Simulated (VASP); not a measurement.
## CO2: single point with PBE

Crystal: CO2.

```xyz
12
Lattice="6.0003 0.0000 0.0000 0.0000 6.0003 0.0000 0.0000 0.0000 5.5815" Properties=species:S:1:pos:R:3 pbc="T T T"
C     0.0000    0.0000    0.0000
C     3.0001    0.0000    2.7907
C     3.0001    3.0001    0.0000
C     0.0000    3.0001    2.7907
O     0.6689    0.6689    0.6222
O     2.3312    5.3314    3.4130
O     3.6691    2.3312    4.9592
O     5.3314    3.6691    2.1685
O     5.3314    5.3314    4.9592
O     3.6691    0.6689    2.1685
O     2.3312    3.6691    0.6222
O     0.6689    2.3312    3.4130
```

| Item | Value |
| --- | --- |
| Program | VASP 6.6.1 |
| Task | single point |
| Functional | PBE |
| Potentials or basis | VASP PAW PBE potentials, release 64 (C, O) |
| Cutoff | 520 eV |
| k mesh | 4 × 4 × 4 |
| Occupations | gaussian, width 0.05 eV |
| Spin | no spin polarisation |
| Dipole correction | no |
| Further INCAR settings | ALGO = Normal; EDIFF = 1e-06; NBANDS = 44 |

* Pressure: 12.4 GPa
* Largest force: 5.147 eV/Å
* Band gap on the k mesh: 6.90 eV

Forces in eV/Å, atoms in the order of the input:
```
C    0.000  0.000  0.000
C    0.000  0.000  0.000
C    0.000  0.000  0.000
C    0.000  0.000  0.000
O    3.042  3.029  2.840
O   -3.042 -3.029  2.840
O    3.042 -3.029 -2.840
O   -3.042  3.029 -2.840
O   -3.042 -3.029 -2.840
O    3.042  3.029 -2.840
O   -3.042  3.029  2.840
O    3.042 -3.029  2.840
```

Stress tensor (GPa, compression positive):
```
12.83  0.00  0.00
 0.00 12.86  0.00
 0.00  0.00 11.45
```

Levels at points of the mesh, in eV from the valence-band top:
```tsv
k point	band 28	band 29	band 30	band 31	band 32	band 33	band 34	band 35	band 36	band 37
(0.00, 0.00, 0.00)	-0.21	-0.17	-0.17	-0.11	0.00	6.90	8.73	8.77	8.86	8.87
(0.50, 0.00, 0.00)	-0.30	-0.26	-0.26	-0.09	-0.09	8.19	8.19	8.63	8.63	9.00
(0.00, 0.50, 0.00)	-0.30	-0.26	-0.26	-0.10	-0.10	8.19	8.19	8.72	8.72	8.95
(0.50, 0.50, 0.00)	-0.27	-0.25	-0.25	-0.25	-0.25	8.62	8.62	8.62	8.62	9.23
(0.00, 0.00, 0.50)	-0.28	-0.24	-0.24	-0.13	-0.13	8.39	8.39	8.69	8.69	9.00
(0.50, 0.00, 0.50)	-0.28	-0.23	-0.23	-0.23	-0.23	8.61	8.61	8.61	8.61	9.29
(0.00, 0.50, 0.50)	-0.30	-0.22	-0.22	-0.22	-0.22	8.63	8.63	8.63	8.63	9.28
(0.50, 0.50, 0.50)	-0.31	-0.22	-0.22	-0.22	-0.22	8.74	8.74	8.74	8.74	9.44
```

It took 2.3 min on 1 thread of Intel(R) Xeon(R) Platinum 8488C (Sapphire Rapids), with other jobs on the host, peak memory 0.38 GiB.

Caveat: the cell stands under pressure; this functional lacks dispersion, which holds the molecules together, so the pressure and a relaxed volume are unreliable; forces of over 1 eV/Å act on the atoms, so gaps and moduli don't describe the material at rest. A hybrid or GW would open this gap; PBE tends to underestimate it.
